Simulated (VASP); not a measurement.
# SiO2 (I-42d) in VASP: a series of runs

SiO2 is run at these levels: r2SCAN; tasks: single point.

All numbers are computed with VASP 6.6.1; they aren't measurements. Logs are shortened: lines on timing, memory, paths and dates and some standing lists are left out, and cuts for length are marked.

### 1 The cell of the first run

Symmetry: I-42d, No. 122, tetragonal system. The conventional cell has a = 4.917 Å, b = 4.917 Å, c = 7.428 Å, α = 90.00°, β = 90.00°, γ = 90.00°. Within 2.1 Å of Si (site symmetry -4) lie 4 O at 1.61 Å. O (site symmetry 2) has 2 Si at 1.61 Å within 2.1 Å.

### 2 Single point, r2SCAN (uniaxial strain along c: +1.5 %, then relaxed in part)

The input, POSCAR:

```
SiO2
1.0
    4.9173772296      0.0000000000      0.0000000000
    0.0000000000      4.9173772296      0.0000000000
    0.0000000000      0.0000000000      7.4276207998
Si O
4 8
Direct
    0.0000000000      0.0000000000      0.0000000000
    0.0000000000      0.5000000000      0.2500000000
    0.5000000000      0.5000000000      0.5000000000
    0.5000000000      0.0000000000      0.7500000000
    0.0976271451      0.2500000000      0.1250000000
    0.2500000000      0.5976271451      0.3750000000
    0.7500000000      0.4023728549      0.3750000000
    0.9023728549      0.7500000000      0.1250000000
    0.5976271451      0.7500000000      0.6250000000
    0.7500000000      0.0976271451      0.8750000000
    0.2500000000      0.9023728549      0.8750000000
    0.4023728549      0.2500000000      0.6250000000
```

The input, INCAR.step1:

```
  ALGO = Normal
  EDIFF = 1E-4
  ENCUT = 520
  GGA = PE
  ISMEAR = 0
  LASPH = T
  LCHARG = F
  LREAL = F
  LWAVE = T
  NBANDS = 44
  NELM = 60
  PREC = Accurate
  SIGMA = 0.02
```

The input, INCAR.step2:

```
  ALGO = Normal
  EDIFF = 1E-6
  ENCUT = 520
  ISIF = 2
  ISMEAR = 0
  ISTART = 1
  LASPH = T
  LCHARG = T
  LELF = T
  LMIXTAU = T
  LREAL = F
  LVHAR = T
  LWAVE = F
  METAGGA = R2SCAN
  NBANDS = 44
  NELM = 60
  PREC = Accurate
  SIGMA = 0.02
```

The input, KPOINTS:

```
k-points
0
Gamma
  6 6 4
```

Potentials or basis: VASP PAW PBE potentials, release 64 (Si, O).

Started as:

```bash
$ cat potpaw_PBE.64/Si/POTCAR potpaw_PBE.64/O/POTCAR > POTCAR
$ cp INCAR.step1 INCAR
$ mpirun -np 1 vasp_std > vasp.out
$ cp INCAR.step2 INCAR
$ mpirun -np 1 vasp_std > vasp.out
```

OUTCAR:

```text
EDIFF = 1E-6
   ENCUT = 520
   ISIF = 2
   ISMEAR = 0
   ISTART = 1
   LASPH = T
   LREAL = F
   METAGGA = R2SCAN
   NELM = 60
   PREC = Accurate

 ion  position               nearest neighbor table
   1  0.000  0.000  0.000-   5 1.61   8 1.61  10 1.61  11 1.61   2 3.08   4 3.08   2 3.08   4 3.08

   2  0.000  0.500  0.250-   5 1.61   6 1.61   7 1.61   8 1.61   1 3.08   3 3.08   1 3.08   3 3.08

   3  0.500  0.500  0.500-   6 1.61   7 1.61   9 1.61  12 1.61   2 3.08   4 3.08   4 3.08   2 3.08

   4  0.500  0.000  0.750-   9 1.61  10 1.61  11 1.61  12 1.61   1 3.08   3 3.08   3 3.08   1 3.08

   5  0.098  0.250  0.125-   1 1.61   2 1.61
   6  0.250  0.598  0.375-   2 1.61   3 1.61
   7  0.750  0.402  0.375-   2 1.61   3 1.61
   8  0.902  0.750  0.125-   1 1.61   2 1.61
   9  0.598  0.750  0.625-   3 1.61   4 1.61
  10  0.750  0.098  0.875-   1 1.61   4 1.61
  11  0.250  0.902  0.875-   1 1.61   4 1.61
  12  0.402  0.250  0.625-   3 1.61   4 1.61

  LATTYP: Found a simple tetragonal cell.
 ALAT       =     4.9173772296
 C/A-ratio  =     1.5104842384

  Lattice vectors:

 A1 = (   4.9173772296,   0.0000000000,   0.0000000000)
 A2 = (   0.0000000000,   4.9173772296,   0.0000000000)
 A3 = (   0.0000000000,   0.0000000000,   7.4276207998)

Analysis of symmetry for initial positions (statically):
=====================================================================
 Subroutine PRICEL returns following result:

  LATTYP: Found a body centered tetragonal cell.
 ALAT       =     4.9173772296
 C/A-ratio  =     1.5104842384

  Lattice vectors:

 A1 = (   2.4586886148,  -2.4586886148,  -3.7138103999)
 A2 = (  -2.4586886148,   2.4586886148,  -3.7138103999)
 A3 = (   2.4586886148,   2.4586886148,   3.7138103999)

   2 primitive cells build up your supercell.

 Routine SETGRP: Setting up the symmetry group for a
 simple tetragonal supercell.

 Subroutine GETGRP returns: Found  8 space group operations
 (whereof  4 operations were pure point group operations)
 out of a pool of 16 trial point group operations.

The static configuration has the point symmetry S_4 .
 The point group associated with its full space group is D_2d.

Analysis of symmetry for dynamics (positions and initial velocities):
=====================================================================
 Subroutine PRICEL returns following result:

  LATTYP: Found a body centered tetragonal cell.
 ALAT       =     4.9173772296
 C/A-ratio  =     1.5104842384

  Lattice vectors:

 A1 = (   2.4586886148,  -2.4586886148,  -3.7138103999)
 A2 = (  -2.4586886148,   2.4586886148,  -3.7138103999)
 A3 = (   2.4586886148,   2.4586886148,   3.7138103999)

   2 primitive cells build up your supercell.

 Routine SETGRP: Setting up the symmetry group for a
 simple tetragonal supercell.

 Subroutine GETGRP returns: Found  8 space group operations
 (whereof  4 operations were pure point group operations)
 out of a pool of 16 trial point group operations.

The dynamic configuration has the point symmetry S_4 .
 The point group associated with its full space group is D_2d.

 Subroutine INISYM returns: Found  8 space group operations
 (whereof  4 operations are pure point group operations),
 and found     2 'primitive' translations

----------------------------------------------------------------------------------------

                                     Primitive cell

  volume of cell :      89.8022

  direct lattice vectors                    reciprocal lattice vectors
     2.458688615 -2.458688615 -3.713810400     0.203360441  0.000000000 -0.134632613
    -2.458688615  2.458688615 -3.713810400     0.000000000  0.203360441 -0.134632613
     2.458688615  2.458688615  3.713810400     0.203360441  0.203360441  0.000000000

  length of vectors
     5.087503031  5.087503031  5.087503031     0.243888108  0.243888108  0.287595093

  position of ions in fractional coordinates (direct lattice)
     0.000000000  0.000000000  0.000000000
     0.750000000  0.250000000  0.500000000
     0.972627145  0.125000000  0.347627145
     0.875000000  0.222627145  0.847627145
     0.375000000  0.027372855  0.152372855
     0.777372855  0.625000000  0.652372855

  ion indices of the primitive-cell ions
   primitive index   ion index
                 1           1
                 2           2
                 3           5
                 4          10
                 5          11
                 6           8

----------------------------------------------------------------------------------------

 KPOINTS: k-points

Automatic generation of k-mesh.
 Grid dimensions read from file:
 generate k-points for:    6    6    4

 Generating k-lattice:

  Cartesian coordinates                     Fractional coordinates (reciprocal lattice)
     0.033893407  0.000000000  0.000000000     0.166666667  0.000000000  0.000000000
     0.000000000  0.033893407  0.000000000     0.000000000  0.166666667  0.000000000
     0.000000000  0.000000000  0.033658153     0.000000000  0.000000000  0.250000000

  Length of vectors
     0.033893407  0.033893407  0.033658153

  Shift w.r.t. Gamma in fractional coordinates (k-lattice)
     0.000000000  0.000000000  0.000000000

 Subroutine IBZKPT returns following result:
 ===========================================

 Found     30 irreducible k-points:

 Following reciprocal coordinates:
            Coordinates               Weight
  0.000000  0.000000  0.000000      1.000000
  0.166667  0.000000  0.000000      4.000000
  0.333333  0.000000  0.000000      4.000000
  0.500000  0.000000  0.000000      2.000000
  0.166667  0.166667  0.000000      4.000000
  0.333333  0.166667  0.000000      8.000000
[... 16 lines left out ...]
  0.333333  0.000000  0.500000      4.000000
  0.500000  0.000000  0.500000      2.000000
 [... further k-points ...]
   k-points           NKPTS =     30   k-points in BZ     NKDIM =     30   number of bands    NBANDS=     44
   number of dos      NEDOS =    301   number of ions     NIONS =     12
   total plane-waves  NPLWV =  89600
   dimension x,y,z NGX =    40 NGY =   40 NGZ =   56
   dimension x,y,z NGXF=    80 NGYF=   80 NGZF=  112
   ions per type =               4   8
   NGX,Y,Z   is equivalent  to a cutoff of  13.52, 13.52, 12.53 a.u.
   NGXF,Y,Z  is equivalent  to a cutoff of  27.05, 27.05, 25.07 a.u.
 SYSTEM =  unknown system
   PREC   = accura    normal or accurate (medium, high low for compatibility)
   ISTART =      1    job   : 0-new  1-cont  2-samecut
   ICHARG =      0    charge: 1-file 2-atom 10-const
   ISPIN  =      1    spin polarized calculation?
   LNONCOLLINEAR =      F non collinear calculations
   LSORBIT =      F    spin-orbit coupling
   LASPH  =      T    aspherical Exc in radial PAW
   ENCUT  =  520.0 eV  38.22 Ry    6.18 a.u.   9.14  9.14 13.81*2*pi/ulx,y,z
   NELM   =     60;   NELMIN=  2; NELMDL=  0     # of ELM steps
   EDIFF  = 0.1E-05   stopping-criterion for ELM
   LREAL  =      F    real-space projection
   EDIFFG = 0.1E-04   stopping-criterion for IOM
   NSW    =      0    number of steps for IOM
   IBRION =     -1    ionic relax: 0-MD 1-quasi-New 2-CG
   NFREE  =      0    steps in history (QN), initial steepest desc. (CG)
   ISIF   =      2    stress and relaxation
   ISYM   =      2    0-nonsym 1-usesym 2-fastsym
   POTIM  = 0.5000    time-step for ionic-motion
   TEBEG  =    0.0;   TEEND  =   0.0 temperature during run
   PSTRESS=    0.0 pullay stress
   NELECT =      64.0000    total number of electrons
   NUPDOWN=      -1.0000    fix difference up-down
   EMIN   =  10.00;   EMAX   =-10.00  energy-range for DOS
   EFERMI =   0.00;   METHOD = LEGACY
   ISMEAR =     0;   SIGMA  =   0.02  broadening in eV -4-tet -1-fermi 0-gaus
   EFERMI_NEDOS =   21; number of points for ismear=-14 and -15
   IALGO  =     38    algorithm
   IMIX   =      4    mixing-type and parameters
     AMIX     =   0.40;   BMIX     =  1.00
     AMIX_MAG =   1.60;   BMIX_MAG =  1.00
  volume/ion in A,a.u.               =      14.97       101.00
  Fermi-wavevector in a.u.,A,eV,Ry     =   1.160636  2.193283 18.328069  1.347075
  Thomas-Fermi vector in A             =   2.297216
   LORBIT       =      0    0 simple, 1 ext, 2 COOP (PROOUT), +10 PAW based schemes
   METAGGA = R2SCAN    functional components
   LHFCALC =     F    Hartree Fock is set to
   AEXX    =    0.0000 exact exchange contribution
   IVDW    =     0    specifies the selected vdW correction
   LEPSILON=     F    determine dielectric tensor
   LRPA    =     F    only Hartree local field effects (RPA)
 non-spin polarized calculation
 Gauss-broadening in eV      SIGMA  =   0.02
  energy-cutoff  :      520.00
  volume of cell :      179.60
 maximum number of plane-waves:      4864
 NGX is ok and might be reduce to    40
   NGX = 19   NGY = 19   NGZ = 27

 number of electron      63.9999949 magnetization

 Free energy of the ion-electron system (eV)
  ---------------------------------------------------
  ext. energy  EPLUGINS =         0.00000000
  ---------------------------------------------------
  free energy    TOTEN  =      -119.16779571 eV

  energy without entropy =     -119.16779571  energy(sigma->0) =     -119.16779571

 E-fermi :  -0.7744     XC(G=0):  -8.5939

 val. band max:       -0.8673842532   @ k =   0.0000   0.0000   0.0000
 cond. band min:       5.6505886970   @ k =   0.0000   0.0000   0.0000
 fundamental gap:      6.5179729502
 Fermi energy:        -0.7744110893

 k-point     1 :       0.0000    0.0000    0.0000
  band No.  band energies     occupation
      1     -21.0700      2.00000
      2     -20.1722      2.00000
      3     -20.1722      2.00000
      4     -19.0394      2.00000
      5     -19.0394      2.00000
      6     -19.0128      2.00000
[... 36 lines left out ...]
     43      11.8592      0.00000
     44      11.9007      0.00000

 k-point     2 :       0.1667    0.0000    0.0000
  band No.  band energies     occupation
      1     -21.0134      2.00000
      2     -20.2340      2.00000
      3     -20.1056      2.00000
      4     -19.1028      2.00000
      5     -19.0461      2.00000
      6     -19.0364      2.00000
[... 36 lines left out ...]
     43      11.4703      0.00000
     44      11.9159      0.00000

 k-point     3 :       0.3333    0.0000    0.0000
  band No.  band energies     occupation
      1     -20.8558      2.00000
      2     -20.4036      2.00000
      3     -19.9165      2.00000
      4     -19.3412      2.00000
      5     -19.0544      2.00000
      6     -19.0381      2.00000
[... 36 lines left out ...]
     43      11.0696      0.00000
     44      11.6744      0.00000

 k-point     4 :       0.5000    0.0000    0.0000
  band No.  band energies     occupation
      1     -20.6332      2.00000
      2     -20.6332      2.00000
      3     -19.6412      2.00000
      4     -19.6412      2.00000
      5     -19.0513      2.00000
      6     -19.0513      2.00000
[... 882 lines left out ...]
     43      11.5267      0.00000
     44      11.5267      0.00000

 k-point    23 :       0.3333    0.0000    0.5000
  band No.  band energies     occupation
      1     -20.6869      2.00000
      2     -20.6869      2.00000
      3     -19.5810      2.00000
      4     -19.5810      2.00000
      5     -19.0316      2.00000
      6     -19.0316      2.00000
[... 36 lines left out ...]
     43      11.7876      0.00000
     44      11.7876      0.00000

 k-point    24 :       0.5000    0.0000    0.5000
  band No.  band energies     occupation
      1     -20.6294      2.00000
      2     -20.6294      2.00000
      3     -19.6561      2.00000
      4     -19.6561      2.00000
      5     -19.0325      2.00000
      6     -19.0325      2.00000
[... 36 lines left out ...]
     43      11.7512      0.00000
     44      11.7634      0.00000

 [... further k-points ...]
[... 5 lines left out ...]
  --------------------------------------------------------------------------------------
  -------------------------------------------------------------------------------------
  Total        0.1823977      0.1823977     -1.2344800      0.0000000      0.0000000      0.0000000
  in kB        1.6270961      1.6270961    -11.0122958      0.0000000      0.0000000      0.0000000
  external PRESSURE =      -2.5860345 kB  Pullay stress =       0.0000000 kB

 VOLUME and BASIS-vectors are now :
 -----------------------------------------------------------------------------
  energy-cutoff  :      520.00
  volume of cell :      179.60
      direct lattice vectors                 reciprocal lattice vectors
     4.917377230  0.000000000  0.000000000     0.203360441  0.000000000  0.000000000
     0.000000000  4.917377230  0.000000000     0.000000000  0.203360441  0.000000000
     0.000000000  0.000000000  7.427620800     0.000000000  0.000000000  0.134632613

 POSITION                                       TOTAL-FORCE (eV/Angst)
 -----------------------------------------------------------------------------------
      0.00000      0.00000      0.00000         0.000000     -0.000000     -0.000000
      0.00000      2.45869      1.85691         0.000000     -0.000000     -0.000000
      2.45869      2.45869      3.71381        -0.000000     -0.000000     -0.000000
      2.45869      0.00000      5.57072         0.000000     -0.000000     -0.000000
      0.48007      1.22934      0.92845        -0.000811     -0.000000      0.000000
      1.22934      2.93876      2.78536         0.000000     -0.000811     -0.000000
      3.68803      1.97862      2.78536         0.000000      0.000811     -0.000000
      4.43731      3.68803      0.92845         0.000811     -0.000000      0.000000
      2.93876      3.68803      4.64226        -0.000811     -0.000000      0.000000
      3.68803      0.48007      6.49917        -0.000000     -0.000811      0.000000
      1.22934      4.43731      6.49917        -0.000000      0.000811     -0.000000
      1.97862      1.22934      4.64226         0.000811     -0.000000      0.000000
 -----------------------------------------------------------------------------------
    total drift:                                0.000000      0.000000      0.000000

  FREE ENERGIE OF THE ION-ELECTRON SYSTEM (eV)
  ---------------------------------------------------
  free  energy   TOTEN  =      -119.1677957115 eV

  energy  without entropy=     -119.1677957115  energy(sigma->0) =     -119.16779571
```

Run time: 7 min. Hardware: 1 thread of Intel Xeon 6975P-C (Granite Rapids), shared host; peak memory 0.41 GiB.

What came out:

```yaml
Free_energy: -119.1678 eV
Pressure: -0.3 GPa
Band_gap_on_the_k_mesh: 6.52 eV
```

Levels at points of the mesh, in eV from the valence-band top:
| k point | band 28 | band 29 | band 30 | band 31 | band 32 | band 33 | band 34 | band 35 | band 36 | band 37 |
| --- | --- | --- | --- | --- | --- | --- | --- | --- | --- | --- |
| (0.00, 0.00, 0.00) | -0.73 | -0.29 | -0.29 | 0.00 | 0.00 | 6.52 | 9.55 | 9.55 | 9.66 | 11.08 |
| (0.50, 0.00, 0.00) | -0.89 | -0.67 | -0.67 | -0.16 | -0.16 | 8.63 | 8.63 | 10.31 | 10.31 | 10.88 |
| (0.50, 0.50, 0.00) | -1.00 | -0.37 | -0.37 | -0.37 | -0.37 | 9.84 | 9.84 | 9.84 | 9.84 | 11.15 |
| (0.00, 0.00, 0.50) | -0.89 | -0.17 | -0.17 | -0.17 | -0.17 | 7.62 | 7.62 | 9.91 | 9.91 | 11.24 |
| (0.50, 0.00, 0.50) | -0.80 | -0.52 | -0.52 | -0.14 | -0.14 | 9.02 | 9.02 | 9.54 | 9.54 | 10.48 |
| (0.50, 0.50, 0.50) | -1.02 | -0.47 | -0.47 | -0.47 | -0.47 | 10.21 | 10.21 | 10.21 | 10.21 | 10.34 |

Caveat: the cell differs from its parent crystal (uniaxial strain along c: +1.5 %, then relaxed in part); the PAW data sets were made with another functional, which shifts forces and pressure a little.

### 3 Single point, r2SCAN (uniaxial strain along c: +3.0 %, then relaxed in part)

The input, POSCAR:

```
SiO2
1.0
    4.8850282252      0.0000000000      0.0000000000
    0.0000000000      4.8850282252      0.0000000000
    0.0000000000      0.0000000000      7.5373885949
Si O
4 8
Direct
    0.0000000000      0.0000000000      0.0000000000
    0.0000000000      0.5000000000      0.2500000000
    0.5000000000      0.5000000000      0.5000000000
    0.5000000000      0.0000000000      0.7500000000
    0.0979214521      0.2500000000      0.1250000000
    0.2500000000      0.5979214521      0.3750000000
    0.7500000000      0.4020785479      0.3750000000
    0.9020785479      0.7500000000      0.1250000000
    0.5979214521      0.7500000000      0.6250000000
    0.7500000000      0.0979214521      0.8750000000
    0.2500000000      0.9020785479      0.8750000000
    0.4020785479      0.2500000000      0.6250000000
```

The input, INCAR.step1:

```
SYSTEM = SiO2
PREC = Accurate
ENCUT = 520
ISMEAR = 0
SIGMA = 0.02
LREAL = .FALSE.
LASPH = .TRUE.
NELM = 60
NBANDS = 44
GGA = PE
ALGO = Normal
EDIFF = 1E-4
LWAVE = .TRUE.
LCHARG = .FALSE.
```

The input, INCAR.step2:

```
SYSTEM = SiO2
PREC = Accurate
ENCUT = 520
EDIFF = 1E-6
ISMEAR = 0
SIGMA = 0.02
LREAL = .FALSE.
LASPH = .TRUE.
NELM = 60
ALGO = Normal
ISIF = 2
LWAVE = .FALSE.
LCHARG = .FALSE.
METAGGA = R2SCAN
LMIXTAU = .TRUE.
NBANDS = 44
ISTART = 1
```

The input, KPOINTS:

```
regular mesh
0
G
  6 6 4
  0 0 0
```

Potentials or basis: VASP PAW PBE potentials, release 64 (Si, O).

Started as:

```bash
$ cat potpaw_PBE.64/Si/POTCAR potpaw_PBE.64/O/POTCAR > POTCAR
$ cp INCAR.step1 INCAR
$ mpirun -np 1 vasp_std > vasp.out
$ cp INCAR.step2 INCAR
$ mpirun -np 1 vasp_std > vasp.out
```

Wall time 4.9 min (1 thread of Intel Xeon 6975P-C (Granite Rapids), shared host); peak memory 0.37 GiB.

The run converged. Its results:

| Item | Value |
| --- | --- |
| Free energy | -119.1366 eV |
| Pressure | -0.7 GPa |
| Band gap on the k mesh | 6.48 eV |

Forces on the atoms (eV/Å):
```
Si   0.000  0.000  0.000
Si   0.000  0.000  0.000
Si   0.000  0.000  0.000
Si   0.000  0.000  0.000
O   -0.003  0.000  0.000
O    0.000 -0.003  0.000
O    0.000  0.003  0.000
O    0.003  0.000  0.000
O   -0.003  0.000  0.000
O    0.000 -0.003  0.000
O    0.000  0.003  0.000
O    0.003  0.000  0.000
```

Stress tensor (GPa, compression positive):
```
 0.17  0.00  0.00
 0.00  0.17  0.00
 0.00  0.00 -2.46
```

Levels at points of the mesh, in eV from the valence-band top:
```
           k point  band 28  band 29  band 30  band 31  band 32  band 33  band 34  band 35  band 36  band 37
(0.00, 0.00, 0.00)    -0.77    -0.26    -0.26     0.00     0.00     6.48     9.48     9.48     9.62    11.03
(0.50, 0.00, 0.00)    -0.93    -0.68    -0.68    -0.15    -0.15     8.60     8.60    10.26    10.26    10.84
(0.50, 0.50, 0.00)    -1.00    -0.39    -0.39    -0.39    -0.39     9.81     9.81     9.81     9.81    11.06
(0.00, 0.00, 0.50)    -0.93    -0.16    -0.16    -0.16    -0.16     7.57     7.57     9.85     9.85    11.18
(0.50, 0.00, 0.50)    -0.81    -0.54    -0.54    -0.14    -0.14     8.97     8.97     9.50     9.50    10.46
(0.50, 0.50, 0.50)    -1.03    -0.48    -0.48    -0.48    -0.48    10.19    10.19    10.19    10.19    10.26
```

Caveat: the cell differs from its parent crystal (uniaxial strain along c: +3.0 %, then relaxed in part); the PAW data sets were made with another functional, which shifts forces and pressure a little. A k mesh can miss the band edges.

(Continued in part 2 of 2.)
